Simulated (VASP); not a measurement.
# B (P6_3/mmc) in VASP: notebook

The runs below take B through single point, with PBEsol.

Program: VASP 6.6.1. These are calculated values, not measurements. Logs are shortened: lines on timing, memory, paths and dates and some standing lists are left out, and cuts for length are marked.

### Step 1. The cell of the first run

It takes space group P6_3/mmc (No. 194, hexagonal). Conventional cell: a = 1.732 Å, b = 1.732 Å, c = 14.526 Å, α = 90.00°, β = 90.00°, γ = 120.00°. Within 2.3 Å of B (site symmetry -3m) lie 6 B at 1.73 Å. B (site symmetry -6m2) has 6 B at 1.73 Å within 2.3 Å.

### Step 2. Single point, PBEsol (volume scaled by 1.04)

Input file INCAR:

```
SYSTEM = B
PREC = Accurate ; ENCUT = 520
EDIFF = 1E-7 ; ISMEAR = -1
SIGMA = 0.1 ; LREAL = .False.
LASPH = .True. ; NELM = 80
ALGO = Normal ; ISIF = 2
LWAVE = .False. ; LCHARG = .True.
GGA = PS ; LELF = .True.
LVHAR = .True. ; NBANDS = 14
```

Input file KPOINTS:

```
Automatic mesh
0
Gamma
  23 23 3
  0 0 0
```

Input file POSCAR:

```
B
1.0
    1.7323338429      0.0000000000      0.0000000000
   -0.8661669214      1.5002451158      0.0000000000
    0.0000000000      0.0000000000     14.5257173684
B
4
Direct
    0.0000000000      0.0000000000      0.0000000000
    0.0000000000      0.0000000000      0.5000000000
    0.3333333333      0.6666666667      0.2500000000
    0.6666666667      0.3333333333      0.7500000000
```

Potentials or basis: VASP PAW PBE potentials, release 64 (B).

Run with:

```bash
$ cat potpaw_PBE.64/B/POTCAR > POTCAR
$ mpirun -np 1 vasp_std > vasp.out
```

OUTCAR:

```text
SYSTEM = B
   PREC = Accurate
   ENCUT = 520
   EDIFF = 1E-7
   ISMEAR = -1
   LREAL = .False.
   LASPH = .True.
   NELM = 80
   ISIF = 2
   GGA = PS

 ion  position               nearest neighbor table
   1  0.000  0.000  0.000-
   2  0.000  0.000  0.500-
   3  0.333  0.667  0.250-
   4  0.667  0.333  0.750-

  LATTYP: Found a hexagonal cell.
 ALAT       =     1.7323338429
 C/A-ratio  =     8.3850566263

  Lattice vectors:

 A1 = (   1.7323338429,   0.0000000000,   0.0000000000)
 A2 = (  -0.8661669214,   1.5002451158,   0.0000000000)
 A3 = (   0.0000000000,   0.0000000000,  14.5257173684)

Analysis of symmetry for initial positions (statically):
=====================================================================
 Subroutine PRICEL returns:
 Original cell was already a primitive cell.

 Routine SETGRP: Setting up the symmetry group for a
 hexagonal supercell.

 Subroutine GETGRP returns: Found 24 space group operations
 (whereof 12 operations were pure point group operations)
 out of a pool of 24 trial point group operations.

The static configuration has the point symmetry D_3d.
 The point group associated with its full space group is D_6h.

Analysis of symmetry for dynamics (positions and initial velocities):
=====================================================================
 Subroutine PRICEL returns:
 Original cell was already a primitive cell.

 Routine SETGRP: Setting up the symmetry group for a
 hexagonal supercell.

 Subroutine GETGRP returns: Found 24 space group operations
 (whereof 12 operations were pure point group operations)
 out of a pool of 24 trial point group operations.

The dynamic configuration has the point symmetry D_3d.
 The point group associated with its full space group is D_6h.

 Subroutine INISYM returns: Found 24 space group operations
 (whereof 12 operations are pure point group operations),
 and found     1 'primitive' translations

----------------------------------------------------------------------------------------

                                     Primitive cell

  volume of cell :      37.7513

  direct lattice vectors                    reciprocal lattice vectors
     1.732333843  0.000000000  0.000000000     0.577255939  0.333278872  0.000000000
    -0.866166921  1.500245116  0.000000000     0.000000000  0.666557744  0.000000000
     0.000000000  0.000000000 14.525717368     0.000000000  0.000000000  0.068843416

  length of vectors
     1.732333843  1.732333843 14.525717368     0.666557744  0.666557744  0.068843416

  position of ions in fractional coordinates (direct lattice)
     0.000000000  0.000000000  0.000000000
     0.000000000  0.000000000  0.500000000
     0.333333333  0.666666667  0.250000000
     0.666666667  0.333333333  0.750000000

  ion indices of the primitive-cell ions
   primitive index   ion index
                 1           1
                 2           2
                 3           3
                 4           4

----------------------------------------------------------------------------------------

 KPOINTS: Automatic mesh

Automatic generation of k-mesh.
 Grid dimensions read from file:
 generate k-points for:   23   23    3

 Generating k-lattice:

  Cartesian coordinates                     Fractional coordinates (reciprocal lattice)
     0.025098084  0.014490386  0.000000000     0.043478261 -0.000000000  0.000000000
     0.000000000  0.028980771  0.000000000     0.000000000  0.043478261  0.000000000
     0.000000000  0.000000000  0.022947805     0.000000000  0.000000000  0.333333333

  Length of vectors
     0.028980771  0.028980771  0.022947805

  Shift w.r.t. Gamma in fractional coordinates (k-lattice)
     0.000000000  0.000000000  0.000000000

 Subroutine IBZKPT returns following result:
 ===========================================

 Found    112 irreducible k-points:

 Following reciprocal coordinates:
            Coordinates               Weight
  0.000000  0.000000  0.000000      1.000000
  0.043478 -0.000000  0.000000      6.000000
  0.086957 -0.000000  0.000000      6.000000
  0.130435 -0.000000  0.000000      6.000000
  0.173913  0.000000  0.000000      6.000000
  0.217391 -0.000000  0.000000      6.000000
[... 16 lines left out ...]
  0.478261  0.043478  0.000000      6.000000
  0.086957  0.086957  0.000000      6.000000
 [... further k-points ...]
   k-points           NKPTS =    112   k-points in BZ     NKDIM =    112   number of bands    NBANDS=     14
   number of dos      NEDOS =    301   number of ions     NIONS =      4
   total plane-waves  NPLWV =  21168
   dimension x,y,z NGX =    14 NGY =   14 NGZ =  108
   dimension x,y,z NGXF=    28 NGYF=   28 NGZF=  216
   ions per type =               4
   NGX,Y,Z   is equivalent  to a cutoff of  13.44, 13.44, 12.36 a.u.
   NGXF,Y,Z  is equivalent  to a cutoff of  26.87, 26.87, 24.72 a.u.
 SYSTEM =  B
   PREC   = accura    normal or accurate (medium, high low for compatibility)
   ISTART =      0    job   : 0-new  1-cont  2-samecut
   ICHARG =      2    charge: 1-file 2-atom 10-const
   ISPIN  =      1    spin polarized calculation?
   LNONCOLLINEAR =      F non collinear calculations
   LSORBIT =      F    spin-orbit coupling
   LASPH  =      T    aspherical Exc in radial PAW
   ENCUT  =  520.0 eV  38.22 Ry    6.18 a.u.   3.22  3.22 27.01*2*pi/ulx,y,z
   NELM   =     80;   NELMIN=  2; NELMDL= -5     # of ELM steps
   EDIFF  = 0.1E-06   stopping-criterion for ELM
   LREAL  =      F    real-space projection
   EDIFFG = 0.1E-05   stopping-criterion for IOM
   NSW    =      0    number of steps for IOM
   IBRION =     -1    ionic relax: 0-MD 1-quasi-New 2-CG
   NFREE  =      0    steps in history (QN), initial steepest desc. (CG)
   ISIF   =      2    stress and relaxation
   ISYM   =      2    0-nonsym 1-usesym 2-fastsym
   POTIM  = 0.5000    time-step for ionic-motion
   TEBEG  =    0.0;   TEEND  =   0.0 temperature during run
   PSTRESS=    0.0 pullay stress
   NELECT =      12.0000    total number of electrons
   NUPDOWN=      -1.0000    fix difference up-down
   EMIN   =  10.00;   EMAX   =-10.00  energy-range for DOS
   EFERMI =   0.00;   METHOD = LEGACY
   ISMEAR =    -1;   SIGMA  =   0.10  broadening in eV -4-tet -1-fermi 0-gaus
   EFERMI_NEDOS =   21; number of points for ismear=-14 and -15
   IALGO  =     38    algorithm
   IMIX   =      4    mixing-type and parameters
     AMIX     =   0.40;   BMIX     =  1.00
     AMIX_MAG =   1.60;   BMIX_MAG =  1.00
  volume/ion in A,a.u.               =       9.44        63.69
  Fermi-wavevector in a.u.,A,eV,Ry     =   1.117270  2.111334 16.984045  1.248292
  Thomas-Fermi vector in A             =   2.253891
   LORBIT       =      0    0 simple, 1 ext, 2 COOP (PROOUT), +10 PAW based schemes
   GGA     = PS    functional components
   LHFCALC =     F    Hartree Fock is set to
   AEXX    =    0.0000 exact exchange contribution
   IVDW    =     0    specifies the selected vdW correction
   LEPSILON=     F    determine dielectric tensor
   LRPA    =     F    only Hartree local field effects (RPA)
 non-spin polarized calculation
  energy-cutoff  :      520.00
  volume of cell :       37.75
 maximum number of plane-waves:      1047
 NGX is ok and might be reduce to    14
   NGX =  7   NGY =  7   NGZ = 55

 number of electron      12.0000000 magnetization

 Free energy of the ion-electron system (eV)
  ---------------------------------------------------
  ext. energy  EPLUGINS =         0.00000000
  ---------------------------------------------------
  free energy    TOTEN  =       -25.21274661 eV

  energy without entropy =      -25.18718161  energy(sigma->0) =      -25.19996411

 E-fermi :   5.1094     XC(G=0): -10.1748

 val. band max:        5.0773812790   @ k =   0.3043   0.0435   0.3333
 cond. band min:       5.1483528087   @ k =   0.2174   0.1739   0.3333
 fundamental gap:      0.0709715297
 Fermi energy:         5.1094232223

 k-point     1 :       0.0000    0.0000    0.0000
  band No.  band energies     occupation
      1     -11.8911      2.00000
      2     -11.7292      2.00000
      3     -11.7292      2.00000
      4     -11.5512      2.00000
      5      -3.4161      2.00000
      6      -2.5251      2.00000
      7      -2.5251      2.00000
      8      -1.4111      2.00000
      9       7.3484      0.00000
     10       9.9934      0.00000
     11       9.9934      0.00000
     12      14.0908      0.00000
     13      18.9612      0.00000
     14      24.6816      0.00000

 k-point     2 :       0.0435   -0.0000    0.0000
  band No.  band energies     occupation
      1     -11.8053      2.00000
      2     -11.6446      2.00000
      3     -11.6446      2.00000
      4     -11.4681      2.00000
      5      -3.2941      2.00000
      6      -2.4045      2.00000
      7      -2.4045      2.00000
      8      -1.2913      2.00000
      9       7.4525      0.00000
     10      10.0980      0.00000
     11      10.0980      0.00000
     12      14.2074      0.00000
     13      19.0004      0.00000
     14      24.6735      0.00000

 k-point     3 :       0.0870   -0.0000    0.0000
  band No.  band energies     occupation
      1     -11.5483      2.00000
      2     -11.3911      2.00000
      3     -11.3911      2.00000
      4     -11.2190      2.00000
      5      -2.9285      2.00000
      6      -2.0430      2.00000
      7      -2.0430      2.00000
      8      -0.9322      2.00000
      9       7.7636      0.00000
     10      10.4096      0.00000
     11      10.4096      0.00000
     12      14.5561      0.00000
     13      19.0943      0.00000
     14      24.5339      0.00000
[... 324 lines left out ...]
 k-point    23 :       0.4783    0.0435    0.0000
  band No.  band energies     occupation
      1      -3.5302      2.00000
      2      -3.5105      2.00000
      3      -3.5105      2.00000
      4      -3.4907      2.00000
      5       5.8965      0.00076
      6       5.9962      0.00028
      7       6.0012      0.00027
      8       6.1105      0.00009
      9      10.2409      0.00000
     10      10.4996      0.00000
     11      10.5316      0.00000
     12      10.7898      0.00000
     13      16.7399      0.00000
     14      17.2998      0.00000

 k-point    24 :       0.0870    0.0870    0.0000
  band No.  band energies     occupation
      1     -10.8659      2.00000
      2     -10.7180      2.00000
      3     -10.7180      2.00000
      4     -10.5571      2.00000
      5      -1.9556      2.00000
      6      -1.0816      2.00000
      7      -1.0816      2.00000
      8       0.0219      2.00000
      9       8.5837      0.00000
     10      11.2241      0.00000
     11      11.2241      0.00000
     12      15.4773      0.00000
     13      19.1804      0.00000
     14      23.6704      0.00000

 [... further k-points ...]
[... 5 lines left out ...]
  --------------------------------------------------------------------------------------
  -------------------------------------------------------------------------------------
  Total       -2.6587455     -2.6587455     -0.1953239     -0.0000000      0.0000000      0.0000000
  in kB     -112.8381458   -112.8381458     -8.2896185     -0.0000000      0.0000000      0.0000000
  external PRESSURE =     -77.9886367 kB  Pullay stress =       0.0000000 kB

 VOLUME and BASIS-vectors are now :
 -----------------------------------------------------------------------------
  energy-cutoff  :      520.00
  volume of cell :       37.75
      direct lattice vectors                 reciprocal lattice vectors
     1.732333843  0.000000000  0.000000000     0.577255939  0.333278872  0.000000000
    -0.866166921  1.500245116  0.000000000     0.000000000  0.666557744  0.000000000
     0.000000000  0.000000000 14.525717368     0.000000000  0.000000000  0.068843416

 POSITION                                       TOTAL-FORCE (eV/Angst)
 -----------------------------------------------------------------------------------
      0.00000      0.00000      0.00000        -0.000000      0.000000      0.000000
      0.00000      0.00000      7.26286        -0.000000      0.000000      0.000000
     -0.00000      1.00016      3.63143         0.000000     -0.000000      0.000000
      0.86617      0.50008     10.89429        -0.000000      0.000000     -0.000000
 -----------------------------------------------------------------------------------
    total drift:                                0.000000     -0.000000      0.000000

  FREE ENERGIE OF THE ION-ELECTRON SYSTEM (eV)
  ---------------------------------------------------
  free  energy   TOTEN  =       -25.2127466111 eV

  energy  without entropy=      -25.1871816083  energy(sigma->0) =      -25.19996411
```

It took 34 s on 1 thread of AMD EPYC 7R13 (Zen 3), shared host; peak memory 0.14 GiB.

What came out:

```yaml
Free_energy: -25.2127 eV
Pressure: -7.8 GPa
Band_gap_on_the_k_mesh: zero (band 6 reaches 8.10 eV, above the bottom of band 7 at -2.53 eV)
```

Caveat: the PAW data sets were made with another functional, which shifts forces and pressure a little; this functional lacks dispersion, which binds the layers, so the pressure and a relaxed spacing across them are unreliable.

### Step 3. Single point, PBEsol (volume scaled by 1.08)

Input file INCAR:

```
PREC     = Accurate       # precision mode
ENCUT    = 520            # plane-wave cutoff, eV
EDIFF    = 1E-6           # SCF threshold, eV
ISMEAR   = -1             # smearing method
SIGMA    = 0.1            # smearing width, eV
LREAL    = False          # projectors in reciprocal space
LASPH    = True           # aspherical terms in the spheres
NELM     = 100            # most SCF steps
ALGO     = Normal         # electronic algorithm
ISIF     = 2              # what is computed and relaxed
LWAVE    = False          # write WAVECAR
LCHARG   = False          # write CHGCAR
GGA      = PS             # functional
NBANDS   = 14             # bands
```

Input file KPOINTS:

```
regular mesh
0
Gamma
  23 23 3
```

Input file POSCAR:

```
B
1.0
    1.7542644475      0.0000000000      0.0000000000
   -0.8771322237      1.5192375765      0.0000000000
    0.0000000000      0.0000000000     14.7096067299
B
4
Direct
    0.0000000000      0.0000000000      0.0000000000
    0.0000000000      0.0000000000      0.5000000000
    0.3333333333      0.6666666667      0.2500000000
    0.6666666667      0.3333333333      0.7500000000
```

Potentials or basis: VASP PAW PBE potentials, release 64 (B).

Run with:

```bash
$ cat potpaw_PBE.64/B/POTCAR > POTCAR
$ mpirun -np 1 vasp_std > vasp.out
```

Wall time 30 s (1 thread of AMD EPYC 7R13 (Zen 3), shared host); peak memory 0.15 GiB.

It converged, with:

- Free energy: -25.1162 eV
- Pressure: -13.5 GPa
- Band gap on the k mesh: zero (band 6 reaches 7.74 eV, above the bottom of band 7 at -2.57 eV)

Stress tensor (GPa, compression positive):
```
-19.70   0.00   0.00
  0.00 -19.70   0.00
  0.00   0.00  -1.04
```

Levels at points of the mesh, in eV from the Fermi level:
```tsv
k point	band 4	band 5	band 6	band 7	band 8	band 9	band 10	band 11
(0.00, 0.00, 0.00)	-16.38	-8.22	-7.37	-7.37	-6.30	2.31	4.88	4.88
```

Caveat: the PAW data sets were made with another functional, which shifts forces and pressure a little; this functional lacks dispersion, which binds the layers, so the pressure and a relaxed spacing across them are unreliable.

### Step 4. Single point, PBEsol (volume scaled by 1.12)

Input file INCAR:

```
SYSTEM = B
PREC = Accurate
ENCUT = 520
EDIFF = 1E-6
ISMEAR = -1
SIGMA = 0.1
LREAL = .FALSE.
LASPH = .TRUE.
NELM = 80
ALGO = Normal
ISIF = 2
LWAVE = .FALSE.
LCHARG = .FALSE.
GGA = PS
NBANDS = 14
```

Input file KPOINTS:

```
regular mesh
0
G
  23 23 3
  0 0 0
```

Input file POSCAR:

```
B
1.0
    1.7756600250      0.0000000000      0.0000000000
   -0.8878300125      1.5377666901      0.0000000000
    0.0000000000      0.0000000000     14.8890098589
B
4
Direct
    0.0000000000      0.0000000000      0.0000000000
    0.0000000000      0.0000000000      0.5000000000
    0.3333333333      0.6666666667      0.2500000000
    0.6666666667      0.3333333333      0.7500000000
```

Run with:

```bash
$ cat potpaw_PBE.64/B/POTCAR > POTCAR
$ mpirun -np 1 vasp_std > vasp.out
```

Wall time 32 s (1 thread of AMD EPYC 7R13 (Zen 3), shared host); peak memory 0.15 GiB.

The run converged. Its results:

* Free energy: -24.9730 eV
* Pressure: -18.1 GPa
* Band gap on the k mesh: zero (band 6 reaches 7.38 eV, above the bottom of band 7 at -2.62 eV)

Stress tensor (GPa, compression positive):
```
-26.53   0.00   0.00
  0.00 -26.53   0.00
  0.00   0.00  -1.19
```

Levels at points of the mesh, in eV from the Fermi level:
```csv
k point,band 4,band 5,band 6,band 7,band 8,band 9,band 10,band 11
"(0.00, 0.00, 0.00)",-16.10,-7.92,-7.11,-7.11,-6.08,2.39,4.88,4.88
```

Caveat: the PAW data sets were made with another functional, which shifts forces and pressure a little; this functional lacks dispersion, which binds the layers, so the pressure and a relaxed spacing across them are unreliable.

### Step 5. Overview

| cell | gap on the mesh (eV) | pressure (GPa) |
| --- | --- | --- |
| a = 1.732, b = 1.732, c = 14.526 Å, angles 90.0, 90.0, 120.0°, 4 atoms | none | -7.8 |
| a = 1.754, b = 1.754, c = 14.710 Å, angles 90.0, 90.0, 120.0°, 4 atoms | none | -13.5 |
| a = 1.776, b = 1.776, c = 14.889 Å, angles 90.0, 90.0, 120.0°, 4 atoms | none | -18.1 |

Alike in all rows: task single point; level PBEsol; potentials or basis VASP PAW PBE potentials, release 64 (B); no spin polarisation; k mesh 23 × 23 × 3; cutoff (eV) 520; smearing fermi-dirac 0.1 eV.

Caveats: the PAW data sets were made with another functional, which shifts forces and pressure a little; this functional lacks dispersion, which binds the layers, so the pressure and a relaxed spacing across them are unreliable.

Total energies depend on the potentials used, so only differences within one code and one set of settings carry meaning.
